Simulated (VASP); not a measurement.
Crystal: KMgF3.

```
K Mg F
1.0
     3.61127    0.00000    0.00000
     0.00000    3.61127    0.00000
     0.00000    0.00000    3.61127
K Mg F
1 1 3
Direct
  0.00000 0.00000 0.00000
  0.50000 0.50000 0.50000
  0.50000 0.50000 0.00000
  0.50000 0.00000 0.50000
  0.00000 0.50000 0.50000
```

```yaml
Program: VASP 6.6.1
Task: relaxation of cell and atoms
Functional: PBE
Potentials_or_basis: VASP PAW PBE potentials, release 64 (K_sv, Mg, F)
Cutoff: 600 eV
k_mesh: 6 × 6 × 6
Occupations: fermi-dirac, width 0.02 eV
Spin: no spin polarisation
```

At the start: pressure 49.9 GPa; volume 9.42 Å³/atom.

**Question.** Where does the relaxation end?

**Answer.** Over 4 steps the energy falls by 433.7 meV/atom and the volume is 13.14 Å³/atom (+39.5 %); space group Pm-3m (No. 221, to 0.1 Å) before and after.

Step by step:
```tsv
step	energy change (eV)	largest force (eV/Å)	pressure (GPa)	volume (Å³)
1	0.0000	0.0000	49.89	47.10
2	-2.1018	0.0000	-4.69	70.05
3	-2.1667	0.0000	0.87	64.95
4	-2.1687	0.0000	-0.03	65.68
```

Final structure:
```
K Mg F
1.0
     4.03475    0.00000    0.00000
     0.00000    4.03475    0.00000
     0.00000    0.00000    4.03475
K Mg F
1 1 3
Direct
  0.00000 0.00000 0.00000
  0.50000 0.50000 0.50000
  0.50000 0.50000 0.00000
  0.50000 0.00000 0.50000
  0.00000 0.50000 0.50000
```

Caveat: the volume moved by over 15 % at a fixed basis, so the end points are rough.
